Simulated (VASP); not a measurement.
# Pt: single point with LDA

The system is Pt.

```
Pt
1.0
     0.00000    2.29941    1.56291
     2.29941    0.00000    1.56291
     2.29941    2.29941    0.00000
Pt
1
Cartesian
  0.0000 0.0000 0.0000
```

- Program: VASP 6.6.1
- Task: single point
- Functional: LDA
- Potentials or basis: VASP PAW LDA potentials, release 64 (Pt)
- Cutoff: 520 eV
- k mesh: 22 × 22 × 22
- Occupations: gaussian, width 0.15 eV
- Spin: no spin polarisation
- Dipole correction: no
- Further INCAR settings: ALGO = Fast; EDIFF = 1e-06; NBANDS = 11

```
Pressure               : -22.5 GPa
Band gap on the k mesh : zero (bands 5 and 6 overlap by 1.97 eV)
```

Stress tensor (GPa, compression positive):
```
-21.33   0.00   0.00
  0.00 -21.33   0.00
  0.00   0.00 -24.94
```

Levels at points of the mesh, in eV from the Fermi level:
```
           k point  band 1  band 2  band 3  band 4  band 5  band 6  band 7  band 8  band 9  band 10
(0.00, 0.00, 0.00)   -9.06   -3.46   -3.14   -3.14   -1.12   -0.69   16.84   16.84   17.60    26.05
(0.50, 0.00, 0.00)   -6.14   -4.69   -1.01   -0.47    0.50    0.97    6.03   13.08   15.10    23.76
(0.50, 0.50, 0.00)   -5.63   -5.63    0.45    0.45    0.55    7.15    7.15    8.33   12.04    18.08
(0.50, 0.00, 0.50)   -6.20   -4.35   -1.36   -0.70    0.25    0.92    5.70   13.56   16.03    23.06
```

Run time: 2.8 min on 1 thread of Intel Xeon 8259CL (shared host), peak memory 0.26 GiB.

Caveat: the cell stands under tension; spin-orbit coupling is left out, which moves the levels of the heavy elements.
